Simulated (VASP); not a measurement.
# AlNi3 (I4mm) in VASP: a series of runs

Runs on AlNi3. Level: PBEsol. Tasks: single point.

Everything below comes from runs of VASP 6.6.1. Logs are shortened: lines on timing, memory, paths and dates and some standing lists are left out, and cuts for length are marked.

### 1 The cell of the first run

The structure is tetragonal, space group I4mm (No. 107). Conventional cell: a = 3.958 Å, b = 3.958 Å, c = 5.597 Å, α = 90.00°, β = 90.00°, γ = 90.00°. Within 3.2 Å of Al (site symmetry 4mm) lie 14 Ni at 2.39 to 2.86 Å. Ni (site symmetry 2mm) has 4 Al at 2.39 to 2.46 Å and 10 Ni at 2.42 to 2.80 Å within 3.2 Å. Within 3.2 Å of Ni (site symmetry 4mm) lie 8 Ni at 2.42 Å and 6 Al at 2.74 to 2.86 Å.

### 2 Single point, PBEsol (all Al atoms moved +0.062 Å, as atom 1 along Cartesian [1 0 0])

INCAR reads:

```
SYSTEM = AlNi3
ALGO = Fast
EDIFF = 1E-6
ENCUT = 520
GGA = PS
ISIF = 2
ISMEAR = 0
LASPH = .True.
LCHARG = .False.
LREAL = .False.
LWAVE = .False.
NBANDS = 24
NELM = 60
PREC = Accurate
SIGMA = 0.15
```

KPOINTS reads:

```
k-points
0
Gamma
  14 14 14
  0 0 0
```

POSCAR reads:

```
AlNi3
1.0
    0.0000000000      2.7984078565      2.7984078565
    2.7984078565      0.0000000000      2.7984078565
    2.7984078565      2.7984078565      0.0000000000
Al Ni
1 3
Direct
    0.4888329359      0.5111670641      0.5111670641
    0.2500000000      0.2500000000      0.2500000000
    0.0000000000      0.0000000000      0.0000000000
    0.7500000000      0.7500000000      0.7500000000
```

Potentials or basis: VASP PAW PBE potentials, release 64 (Al, Ni).

Launch:

```
> cat potpaw_PBE.64/Al/POTCAR potpaw_PBE.64/Ni/POTCAR > POTCAR
> mpirun -np 1 vasp_std > vasp.out
```

OUTCAR:

```text
SYSTEM = AlNi3
   EDIFF = 1E-6
   ENCUT = 520
   GGA = PS
   ISIF = 2
   ISMEAR = 0
   LASPH = .True.
   LREAL = .False.
   NELM = 60
   PREC = Accurate

 ion  position               nearest neighbor table
   1  0.489  0.511  0.511-   2 2.39   2 2.39   4 2.39   4 2.39   2 2.46   4 2.46   4 2.46   2 2.46
                             3 2.74   3 2.80   3 2.80   3 2.80   3 2.80   3 2.86
   2  0.250  0.250  0.250-   1 2.39   1 2.39   3 2.42   3 2.42   3 2.42   3 2.42   1 2.46   1 2.46
                             4 2.80   4 2.80   4 2.80   4 2.80   4 2.80   4 2.80
   3  0.000  0.000  0.000-   4 2.42   4 2.42   4 2.42   2 2.42   4 2.42   2 2.42   2 2.42   2 2.42
                             1 2.74   1 2.80   1 2.80   1 2.80   1 2.80   1 2.86
   4  0.750  0.750  0.750-   1 2.39   1 2.39   3 2.42   3 2.42   3 2.42   3 2.42   1 2.46   1 2.46
                             2 2.80   2 2.80   2 2.80   2 2.80   2 2.80   2 2.80

  LATTYP: Found a face centered cubic cell.
 ALAT       =     5.5968157130

  Lattice vectors:

 A1 = (   0.0000000000,   2.7984078565,   2.7984078565)
 A2 = (   2.7984078565,   0.0000000000,   2.7984078565)
 A3 = (   2.7984078565,   2.7984078565,   0.0000000000)

Analysis of symmetry for initial positions (statically):
[... 5 lines left out ...]
 face centered cubic supercell.

 Subroutine GETGRP returns: Found  8 space group operations
 (whereof  8 operations were pure point group operations)
 out of a pool of 48 trial point group operations.

The static configuration has the point symmetry C_4v.

Analysis of symmetry for dynamics (positions and initial velocities):
[... 5 lines left out ...]
 face centered cubic supercell.

 Subroutine GETGRP returns: Found  8 space group operations
 (whereof  8 operations were pure point group operations)
 out of a pool of 48 trial point group operations.

The dynamic configuration has the point symmetry C_4v.

 Subroutine INISYM returns: Found  8 space group operations
 (whereof  8 operations are pure point group operations),
 and found     1 'primitive' translations

----------------------------------------------------------------------------------------

                                     Primitive cell

  volume of cell :      43.8291

  direct lattice vectors                    reciprocal lattice vectors
     0.000000000  2.798407856  2.798407856    -0.178673026  0.178673026  0.178673026
     2.798407856  0.000000000  2.798407856     0.178673026 -0.178673026  0.178673026
     2.798407856  2.798407856  0.000000000     0.178673026  0.178673026 -0.178673026

  length of vectors
     3.957546344  3.957546344  3.957546344     0.309470759  0.309470759  0.309470759

  position of ions in fractional coordinates (direct lattice)
     0.488832936  0.511167064  0.511167064
     0.250000000  0.250000000  0.250000000
     0.000000000  0.000000000  0.000000000
     0.750000000  0.750000000  0.750000000

  ion indices of the primitive-cell ions
   primitive index   ion index
                 1           1
                 2           2
                 3           3
                 4           4

----------------------------------------------------------------------------------------

 KPOINTS: k-points

Automatic generation of k-mesh.
 Grid dimensions read from file:
 generate k-points for:   14   14   14

 Generating k-lattice:

  Cartesian coordinates                     Fractional coordinates (reciprocal lattice)
    -0.012762359  0.012762359  0.012762359     0.071428571  0.000000000  0.000000000
     0.012762359 -0.012762359  0.012762359     0.000000000  0.071428571  0.000000000
     0.012762359  0.012762359 -0.012762359     0.000000000  0.000000000  0.071428571

  Length of vectors
     0.022105054  0.022105054  0.022105054

  Shift w.r.t. Gamma in fractional coordinates (k-lattice)
     0.000000000  0.000000000  0.000000000

 Subroutine IBZKPT returns following result:
 ===========================================

 Found    244 irreducible k-points:

 Following reciprocal coordinates:
            Coordinates               Weight
  0.000000  0.000000  0.000000      1.000000
  0.071429  0.000000  0.000000      8.000000
  0.142857  0.000000  0.000000      8.000000
  0.214286  0.000000  0.000000      8.000000
  0.285714  0.000000  0.000000      8.000000
  0.357143  0.000000  0.000000      8.000000
[... 16 lines left out ...]
 -0.428571  0.071429  0.000000     16.000000
  0.000000 -0.428571  0.071429      8.000000
 [... further k-points ...]
   k-points           NKPTS =    244   k-points in BZ     NKDIM =    244   number of bands    NBANDS=     24
   number of dos      NEDOS =    301   number of ions     NIONS =      4
   total plane-waves  NPLWV =  27000
   dimension x,y,z NGX =    30 NGY =   30 NGZ =   30
   dimension x,y,z NGXF=    60 NGYF=   60 NGZF=   60
   ions per type =               1   3
   NGX,Y,Z   is equivalent  to a cutoff of  12.60, 12.60, 12.60 a.u.
   NGXF,Y,Z  is equivalent  to a cutoff of  25.20, 25.20, 25.20 a.u.
 SYSTEM =  AlNi3
   PREC   = accura    normal or accurate (medium, high low for compatibility)
   ISTART =      0    job   : 0-new  1-cont  2-samecut
   ICHARG =      2    charge: 1-file 2-atom 10-const
   ISPIN  =      1    spin polarized calculation?
   LNONCOLLINEAR =      F non collinear calculations
   LSORBIT =      F    spin-orbit coupling
   LASPH  =      T    aspherical Exc in radial PAW
   ENCUT  =  520.0 eV  38.22 Ry    6.18 a.u.   7.36  7.36  7.36*2*pi/ulx,y,z
   NELM   =     60;   NELMIN=  2; NELMDL= -5     # of ELM steps
   EDIFF  = 0.1E-05   stopping-criterion for ELM
   LREAL  =      F    real-space projection
   EDIFFG = 0.1E-04   stopping-criterion for IOM
   NSW    =      0    number of steps for IOM
   IBRION =     -1    ionic relax: 0-MD 1-quasi-New 2-CG
   NFREE  =      0    steps in history (QN), initial steepest desc. (CG)
   ISIF   =      2    stress and relaxation
   ISYM   =      2    0-nonsym 1-usesym 2-fastsym
   POTIM  = 0.5000    time-step for ionic-motion
   TEBEG  =    0.0;   TEEND  =   0.0 temperature during run
   PSTRESS=    0.0 pullay stress
   NELECT =      33.0000    total number of electrons
   NUPDOWN=      -1.0000    fix difference up-down
   EMIN   =  10.00;   EMAX   =-10.00  energy-range for DOS
   EFERMI =   0.00;   METHOD = LEGACY
   ISMEAR =     0;   SIGMA  =   0.15  broadening in eV -4-tet -1-fermi 0-gaus
   EFERMI_NEDOS =   21; number of points for ismear=-14 and -15
   IALGO  =     68    algorithm
   IMIX   =      4    mixing-type and parameters
     AMIX     =   0.40;   BMIX     =  1.00
     AMIX_MAG =   1.60;   BMIX_MAG =  1.00
  volume/ion in A,a.u.               =      10.96        73.94
  Fermi-wavevector in a.u.,A,eV,Ry     =   1.489333  2.814431 30.179255  2.218113
  Thomas-Fermi vector in A             =   2.602255
   LORBIT       =      0    0 simple, 1 ext, 2 COOP (PROOUT), +10 PAW based schemes
   GGA     = PS    functional components
   LHFCALC =     F    Hartree Fock is set to
   AEXX    =    0.0000 exact exchange contribution
   IVDW    =     0    specifies the selected vdW correction
   LEPSILON=     F    determine dielectric tensor
   LRPA    =     F    only Hartree local field effects (RPA)
 non-spin polarized calculation
 RMM-DIIS sequential band-by-band and
 Gauss-broadening in eV      SIGMA  =   0.15
  energy-cutoff  :      520.00
  volume of cell :       43.83
 maximum number of plane-waves:      1243
 NGX is ok and might be reduce to    30
   NGX = 15   NGY = 15   NGZ = 15

 number of electron      33.0000020 magnetization

 Free energy of the ion-electron system (eV)
  ---------------------------------------------------
  ext. energy  EPLUGINS =         0.00000000
  ---------------------------------------------------
  free energy    TOTEN  =       -24.06718449 eV

  energy without entropy =      -24.03607257  energy(sigma->0) =      -24.05162853

 E-fermi :   9.8537     XC(G=0): -12.9828

 val. band max:        9.8525196868   @ k =   0.2143  -0.2857   0.5000
 cond. band min:       9.8661326465   @ k =  -0.4286   0.4286   0.0714
 fundamental gap:      0.0136129597
 Fermi energy:         9.8536893240

 k-point     1 :       0.0000    0.0000    0.0000
  band No.  band energies     occupation
      1      -0.3787      2.00000
      2       6.1891      2.00000
      3       6.2222      2.00000
      4       6.3539      2.00000
      5       6.3539      2.00000
      6       6.3859      2.00000
[... 16 lines left out ...]
     23      17.0942      0.00000
     24      18.5689      0.00000

 k-point     2 :       0.0714    0.0000    0.0000
  band No.  band energies     occupation
      1      -0.3024      2.00000
      2       6.1634      2.00000
      3       6.1866      2.00000
      4       6.3180      2.00000
      5       6.4307      2.00000
      6       6.4473      2.00000
[... 16 lines left out ...]
     23      17.4554      0.00000
     24      18.3740      0.00000

 k-point     3 :       0.1429    0.0000    0.0000
  band No.  band energies     occupation
      1      -0.0751      2.00000
      2       6.1267      2.00000
      3       6.1571      2.00000
      4       6.2076      2.00000
      5       6.5782      2.00000
      6       6.5869      2.00000
[... 16 lines left out ...]
     23      17.8768      0.00000
     24      18.1859      0.00000

 k-point     4 :       0.2143    0.0000    0.0000
  band No.  band energies     occupation
      1       0.2986      2.00000
      2       5.9365      2.00000
      3       6.1631      2.00000
      4       6.1647      2.00000
      5       6.7496      2.00000
      6       6.7546      2.00000
[... 16 lines left out ...]
     23      18.0175      0.00000
     24      18.5766      0.00000

 k-point     5 :       0.2857    0.0000    0.0000
  band No.  band energies     occupation
      1       0.8100      2.00000
      2       5.4885      2.00000
      3       6.1989      2.00000
      4       6.1997      2.00000
      5       6.9174      2.00000
      6       6.9190      2.00000
[... 451 lines left out ...]
 k-point    22 :       0.0000    0.5000    0.0714
  band No.  band energies     occupation
      1       2.6959      2.00000
      2       3.5248      2.00000
      3       6.2306      2.00000
      4       6.3562      2.00000
      5       6.9921      2.00000
      6       7.1216      2.00000
[... 16 lines left out ...]
     23      18.3781      0.00000
     24      21.1878      0.00000

 k-point    23 :      -0.4286    0.0714    0.0000
  band No.  band energies     occupation
      1       2.4739      2.00000
      2       3.7595      2.00000
      3       6.2571      2.00000
      4       6.3153      2.00000
      5       6.9715      2.00000
      6       7.1366      2.00000
[... 16 lines left out ...]
     23      18.3942      0.00000
     24      21.1639      0.00000

 k-point    24 :       0.0000   -0.4286    0.0714
  band No.  band energies     occupation
      1       2.4741      2.00000
      2       3.7594      2.00000
      3       6.2574      2.00000
      4       6.3153      2.00000
      5       6.9726      2.00000
      6       7.1373      2.00000
[... 16 lines left out ...]
     23      18.3947      0.00000
     24      21.1642      0.00000

 [... further k-points ...]
[... 5 lines left out ...]
  --------------------------------------------------------------------------------------
  -------------------------------------------------------------------------------------
  Total        0.0531776      0.0907642      0.0907642      0.0000000      0.0000000      0.0000000
  in kB        1.9439091      3.3178908      3.3178908      0.0000000      0.0000000      0.0000000
  external PRESSURE =       2.8598969 kB  Pullay stress =       0.0000000 kB

 VOLUME and BASIS-vectors are now :
 -----------------------------------------------------------------------------
  energy-cutoff  :      520.00
  volume of cell :       43.83
      direct lattice vectors                 reciprocal lattice vectors
     0.000000000  2.798407856  2.798407856    -0.178673026  0.178673026  0.178673026
     2.798407856  0.000000000  2.798407856     0.178673026 -0.178673026  0.178673026
     2.798407856  2.798407856  0.000000000     0.178673026  0.178673026 -0.178673026

 POSITION                                       TOTAL-FORCE (eV/Angst)
 -----------------------------------------------------------------------------------
      2.86091      2.79841      2.79841        -0.580128      0.000000      0.000000
      1.39920      1.39920      1.39920         0.241697      0.000000      0.000000
      0.00000      0.00000      0.00000         0.096734      0.000000      0.000000
      4.19761      4.19761      4.19761         0.241697      0.000000      0.000000
 -----------------------------------------------------------------------------------
    total drift:                                0.000040      0.000001      0.000001

  FREE ENERGIE OF THE ION-ELECTRON SYSTEM (eV)
  ---------------------------------------------------
  free  energy   TOTEN  =       -24.0671844876 eV

  energy  without entropy=      -24.0360725743  energy(sigma->0) =      -24.05162853
```

Wall time 4.6 min (1 thread of Intel Xeon 6975P-C, shared host); peak memory 0.34 GiB.

Results:

```yaml
Free_energy: -24.0672 eV
Pressure: 0.3 GPa
Largest_force: 0.580 eV/Å
```

Forces in eV/Å, atoms in the order of the input:
```
Al  -0.580  0.000  0.000
Ni   0.242  0.000  0.000
Ni   0.097  0.000  0.000
Ni   0.242  0.000  0.000
```

Caveat: the cell differs from its parent crystal (all Al atoms moved +0.062 Å, as atom 1 along Cartesian [1 0 0]); the PAW data sets were made with another functional, which shifts forces and pressure a little. Spin polarisation is off, so any magnetic state and its effect on volume and gap are missing.

### 3 Single point, PBEsol (all Al atoms moved +0.037 Å, as atom 1 along Cartesian [1 0 0])

INCAR reads:

```
SYSTEM = AlNi3
PREC     = Accurate       ! precision mode
ENCUT    = 520            ! plane-wave cutoff, eV
EDIFF    = 1E-6           ! SCF threshold, eV
ISMEAR   = 0              ! smearing method
SIGMA    = 0.15           ! smearing width, eV
LREAL    = .FALSE.        ! projectors in reciprocal space
LASPH    = .TRUE.         ! aspherical terms in the spheres
NELM     = 80             ! most SCF steps
ALGO     = Fast           ! electronic algorithm
ISIF     = 2              ! what is computed and relaxed
LWAVE    = .FALSE.        ! write WAVECAR
LCHARG   = .FALSE.        ! write CHGCAR
GGA      = PS             ! functional
NBANDS   = 24             ! bands
```

KPOINTS reads:

```
Automatic mesh
0
G
  14 14 14
  0 0 0
```

POSCAR, as its differences from that of step 2:

```diff
@@ -8,3 +8,3 @@
 Direct
-    0.4888329359      0.5111670641      0.5111670641
+    0.4932997615      0.5067002385      0.5067002385
     0.2500000000      0.2500000000      0.2500000000
```

Potentials or basis: VASP PAW PBE potentials, release 64 (Al, Ni).

Launch:

```
> cat potpaw_PBE.64/Al/POTCAR potpaw_PBE.64/Ni/POTCAR > POTCAR
> mpirun -np 1 vasp_std > vasp.out
```

Wall time 5 min (1 thread of Intel Xeon Platinum 8375C at 2.90GHz (Ice Lake), shared host); peak memory 0.33 GiB.

It converged, with:

- Free energy: -24.0788 eV
- Pressure: 0.2 GPa
- Largest force: 0.348 eV/Å

Forces on the atoms (eV/Å):
```
Al  -0.348  0.000  0.000
Ni   0.145  0.000  0.000
Ni   0.058  0.000  0.000
Ni   0.145  0.000  0.000
```

Levels at points of the mesh, in eV from the Fermi level:
| k point | band 14 | band 15 | band 16 | band 17 | band 18 | band 19 |
| --- | --- | --- | --- | --- | --- | --- |
| (0.00, 0.00, 0.00) | -0.56 | -0.52 | -0.52 | 5.44 | 5.44 | 5.46 |
| (0.50, 0.00, 0.00) | -0.65 | -0.48 | -0.48 | -0.15 | 4.33 | 4.33 |
| (0.50, 0.50, 0.00) | -0.76 | -0.60 | -0.37 | -0.36 | -0.36 | -0.04 |
| (0.00, 0.50, 0.50) | -0.76 | -0.60 | -0.37 | -0.36 | -0.36 | -0.04 |

Caveat: the cell differs from its parent crystal (all Al atoms moved +0.037 Å, as atom 1 along Cartesian [1 0 0]); the PAW data sets were made with another functional, which shifts forces and pressure a little. Spin polarisation is off, so any magnetic state and its effect on volume and gap are missing.

### 4 Single point, PBEsol (all Al atoms moved +0.013 Å, as atom 1 along Cartesian [1 0 0])

INCAR reads:

```
  PREC = Accurate
  ENCUT = 520
  EDIFF = 1E-6
  ISMEAR = 0
  SIGMA = 0.15
  LREAL = F
  LASPH = T
  NELM = 100
  ALGO = Fast
  ISIF = 2
  LWAVE = F
  LCHARG = F
  GGA = PS
  NBANDS = 24
```

KPOINTS reads:

```
Automatic mesh
0
Gamma
  14 14 14
```

POSCAR, as its differences from that of step 3:

```diff
@@ -8,3 +8,3 @@
 Direct
-    0.4932997615      0.5067002385      0.5067002385
+    0.4977665872      0.5022334128      0.5022334128
     0.2500000000      0.2500000000      0.2500000000
```

Launch:

```
> cat potpaw_PBE.64/Al/POTCAR potpaw_PBE.64/Ni/POTCAR > POTCAR
> mpirun -np 1 vasp_std > vasp.out
```

Run time: 5.3 min. Hardware: 1 thread of Intel Xeon Platinum 8375C at 2.90GHz (Ice Lake), shared host; peak memory 0.33 GiB.

It converged, with:

```yaml
Free_energy: -24.0846 eV
Pressure: 0.1 GPa
Largest_force: 0.116 eV/Å
```

Forces on the atoms (eV/Å):
```
Al  -0.116  0.000  0.000
Ni   0.048  0.000  0.000
Ni   0.019  0.000  0.000
Ni   0.048  0.000  0.000
```

Levels at points of the mesh, in eV from the Fermi level:
```csv
k point,band 12,band 13,band 14,band 15,band 16,band 17,band 18,band 19,band 20,band 21
"(0.00, 0.00, 0.00)",-0.91,-0.56,-0.56,-0.52,-0.52,5.45,5.45,5.46,5.95,5.95
"(0.50, 0.00, 0.00)",-1.74,-0.65,-0.65,-0.48,-0.48,-0.15,4.33,4.33,4.82,4.82
"(0.50, 0.50, 0.00)",-1.20,-1.06,-0.76,-0.60,-0.37,-0.36,-0.36,-0.04,4.28,4.71
"(0.00, 0.50, 0.50)",-1.20,-1.06,-0.76,-0.60,-0.37,-0.36,-0.36,-0.04,4.28,4.71
```

Caveat: the cell differs from its parent crystal (all Al atoms moved +0.013 Å, as atom 1 along Cartesian [1 0 0]); the PAW data sets were made with another functional, which shifts forces and pressure a little. Spin polarisation is off, so any magnetic state and its effect on volume and gap are missing.
